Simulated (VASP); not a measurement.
# Li (I4/mmm) in VASP: further runs, part 2 of 2

VASP 6.6.1.

**5. Single point, LDA (strain +0.0600 x Voigt [0, 0, 1, 0, 0, 0])**

File INCAR:

```
PREC = Accurate
ENCUT = 520
EDIFF = 1E-6
ISMEAR = 0
SIGMA = 0.15
LREAL = F
LASPH = T
NELM = 80
ALGO = Normal
ISIF = 2
LWAVE = F
LCHARG = T
LELF = T
LVHAR = T
NBANDS = 8
```

File KPOINTS:

```
regular mesh
0
Gamma
  18 18 18
```

File POSCAR:

```
Li
1.0
    0.0000000000      2.2020000000      2.3341200000
    2.2020000000      0.0000000000      2.3341200000
    2.2020000000      2.2020000000      0.0000000000
Li
1
Direct
    0.0000000000      0.0000000000      0.0000000000
```

Potentials or basis: VASP PAW LDA potentials, release 64 (Li_sv).

The run is started by

```console
> cat potpaw_LDA.64/Li_sv/POTCAR > POTCAR
> mpirun -np 1 vasp_std > vasp.out
```

OUTCAR:

```text
PREC = Accurate
   ENCUT = 520
   EDIFF = 1E-6
   ISMEAR = 0
   LREAL = F
   LASPH = T
   NELM = 80
   ISIF = 2

 ion  position               nearest neighbor table
   1  0.000  0.000  0.000-

  LATTYP: Found a body centered tetragonal cell.
 ALAT       =     3.1140982643
 C/A-ratio  =     1.4990663761

  Lattice vectors:

 A1 = (  -2.2020000000,   0.0000000000,   2.3341200000)
 A2 = (   2.2020000000,   0.0000000000,   2.3341200000)
 A3 = (   0.0000000000,   2.2020000000,  -2.3341200000)

Analysis of symmetry for initial positions (statically):
=====================================================================
 Subroutine PRICEL returns:
 Original cell was already a primitive cell.

 Routine SETGRP: Setting up the symmetry group for a
 body centered tetragonal supercell.

 Subroutine GETGRP returns: Found 16 space group operations
 (whereof 16 operations were pure point group operations)
 out of a pool of 16 trial point group operations.

The static configuration has the point symmetry D_4h.

Analysis of symmetry for dynamics (positions and initial velocities):
=====================================================================
 Subroutine PRICEL returns:
 Original cell was already a primitive cell.

 Routine SETGRP: Setting up the symmetry group for a
 body centered tetragonal supercell.

 Subroutine GETGRP returns: Found 16 space group operations
 (whereof 16 operations were pure point group operations)
 out of a pool of 16 trial point group operations.

The dynamic configuration has the point symmetry D_4h.

 Subroutine INISYM returns: Found 16 space group operations
 (whereof 16 operations are pure point group operations),
 and found     1 'primitive' translations

----------------------------------------------------------------------------------------

[... 109 lines left out ...]
     AMIX     =   0.40;   BMIX     =  1.00
     AMIX_MAG =   1.60;   BMIX_MAG =  1.00
  volume/ion in A,a.u.               =      22.64       152.75
  Fermi-wavevector in a.u.,A,eV,Ry     =   0.834679  1.577314  9.479022  0.696688
  Thomas-Fermi vector in A             =   1.948110
   LORBIT       =      0    0 simple, 1 ext, 2 COOP (PROOUT), +10 PAW based schemes
   GGA     = CA    functional components
   LHFCALC =     F    Hartree Fock is set to
   AEXX    =    0.0000 exact exchange contribution
   IVDW    =     0    specifies the selected vdW correction
   LEPSILON=     F    determine dielectric tensor
   LRPA    =     F    only Hartree local field effects (RPA)
 non-spin polarized calculation
 Gauss-broadening in eV      SIGMA  =   0.15
  energy-cutoff  :      520.00
  volume of cell :       22.64
 maximum number of plane-waves:       636
   NGX = 11   NGY = 11   NGZ = 11

 number of electron       3.0000006 magnetization

 Free energy of the ion-electron system (eV)
  ---------------------------------------------------
  ext. energy  EPLUGINS =         0.00000000
  ---------------------------------------------------
  free energy    TOTEN  =        -2.02405669 eV

  energy without entropy =       -2.01886030  energy(sigma->0) =       -2.02145849

 E-fermi :   0.3159     XC(G=0):  -6.8714

 val. band max:        0.2794533799   @ k =  -0.3333   0.1667   0.1111
 cond. band min:       0.3268855689   @ k =   0.4444   0.0000   0.2778
 fundamental gap:      0.0474321890
 Fermi energy:         0.3158689147

 k-point     1 :       0.0000    0.0000    0.0000
  band No.  band energies     occupation
      1     -45.5202      2.00000
      2      -3.0502      2.00000
      3      13.3486      0.00000
      4      13.3487      0.00000
      5      13.3653      0.00000
      6      17.2029      0.00000
      7      17.4135      0.00000
      8      17.4135      0.00000
[... 243 lines left out ...]
 k-point    24 :      -0.2222    0.0556    0.0000
  band No.  band energies     occupation
      1     -45.5137      2.00000
      2      -2.0034      2.00000
      3       7.8592      0.00000
      4      11.1255      0.00000
      5      13.0721      0.00000
      6      16.6936      0.00000
      7      18.0048      0.00000
      8      18.3367      0.00000

 [... further k-points ...]

------------------------ aborting loop because EDIFF is reached ----------------------------------------

  FORCE on cell =-STRESS in cart. coord.  units (eV):
  Direction    XX          YY          ZZ          XY          YZ          ZX
  --------------------------------------------------------------------------------------
  -------------------------------------------------------------------------------------
  Total       -0.2762351     -0.2762351     -0.3257878      0.0000000     -0.0000000     -0.0000000
  in kB      -19.5524704    -19.5524704    -23.0599118      0.0000000     -0.0000000     -0.0000000
  external PRESSURE =     -20.7216175 kB  Pullay stress =       0.0000000 kB

 VOLUME and BASIS-vectors are now :
 -----------------------------------------------------------------------------
  energy-cutoff  :      520.00
  volume of cell :       22.64
      direct lattice vectors                 reciprocal lattice vectors
     0.000000000  2.202000000  2.334120000    -0.227066303  0.227066303  0.214213494
     2.202000000  0.000000000  2.334120000     0.227066303 -0.227066303  0.214213494
     2.202000000  2.202000000  0.000000000     0.227066303  0.227066303 -0.214213494

 POSITION                                       TOTAL-FORCE (eV/Angst)
 -----------------------------------------------------------------------------------
      0.00000      0.00000      0.00000         0.000000      0.000000      0.000000
 -----------------------------------------------------------------------------------
    total drift:                               -0.000000      0.000000     -0.000000

  FREE ENERGIE OF THE ION-ELECTRON SYSTEM (eV)
  ---------------------------------------------------
  free  energy   TOTEN  =        -2.0240566920 eV

  energy  without entropy=       -2.0188602961  energy(sigma->0) =       -2.02145849
```

Run time: 40 s. Hardware: 1 thread of Intel Xeon Platinum 8259CL at 2.50GHz (Skylake/Cascade Lake), shared host; peak memory 0.17 GiB.

Results:

```
Free energy            : -2.0241 eV
Band gap on the k mesh : zero (an odd number of electrons rules out a gap without spin polarisation)
```

Levels at points of the mesh, in eV from the Fermi level:
```csv
k point,band 1,band 2,band 3,band 4,band 5
"(0.00, 0.00, 0.00)",-45.84,-3.37,13.03,13.03,13.05
"(0.50, 0.00, 0.00)",-45.82,0.02,2.62,10.95,11.94
"(0.50, 0.50, 0.00)",-45.82,0.98,3.87,8.23,8.23
"(0.50, 0.00, 0.50)",-45.82,1.64,4.62,7.34,7.63
```

Caveat: the cell differs from its parent crystal (strain +0.0600 x Voigt [0, 0, 1, 0, 0, 0]); the cutoff is under 1.25 times the usual one of these potentials, so pressure, stress and relaxed cells hold a basis-set (Pulay) error.

**6. Summary**

| cell | gap on the mesh (eV) |
| --- | --- |
| a = 3.161, b = 3.161, c = 3.114 Å, angles 60.5, 60.5, 59.0°, 1 atom | none |
| a = 3.185, b = 3.185, c = 3.114 Å, angles 60.7, 60.7, 58.5°, 1 atom | none |
| a = 3.197, b = 3.197, c = 3.114 Å, angles 60.9, 60.9, 58.3°, 1 atom | none |
| a = 3.209, b = 3.209, c = 3.114 Å, angles 61.0, 61.0, 58.1°, 1 atom | none |

Alike in all rows: task single point; level LDA; potentials or basis VASP PAW LDA potentials, release 64 (Li_sv); no spin polarisation; k mesh 18 × 18 × 18; cutoff (eV) 520; smearing gaussian 0.15 eV.

Caveats: the cutoff is under 1.25 times the usual one of these potentials, so pressure, stress and relaxed cells hold a basis-set (Pulay) error.

Total energies depend on the potentials used, so only differences within one code and one set of settings carry meaning.

The gap in the log of VASP goes by the Fermi energy; the results here count the filled bands.